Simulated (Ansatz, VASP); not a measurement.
**CdSe in VASP and in Ansatz**

```
CELL_PARAMETERS angstrom
0.00000 3.07027 3.03957
3.07027 0.00000 3.03957
3.07027 3.07027 0.00000
ATOMIC_POSITIONS crystal
Cd 0.00000 0.00000 0.00000
Se 0.25000 0.25000 0.25000
```

Change from the starting cell: zz strain of -1 %.

Alike in both runs: task single point; functional PBE; k mesh 8 × 8 × 8; occupations fermi-dirac, width 0.03 eV; no spin polarisation.

|  | VASP | Ansatz |
| --- | --- | --- |
| version | VASP 6.6.1 | Ansatz 0.2.0 |
| potentials or method | VASP PAW PBE potentials, release 64 (Cd, Se), cutoff 520 eV | all-electron LAPW, scalar-relativistic |

```tsv
	VASP	Ansatz	Ansatz less VASP
pressure (GPa)	2.1	1.8	-0.28
traceless stress, the component that is largest in VASP (GPa)	0.10	0.10	+0.001
```

Ansatz ran all-electron here, and VASP with PAW potentials.
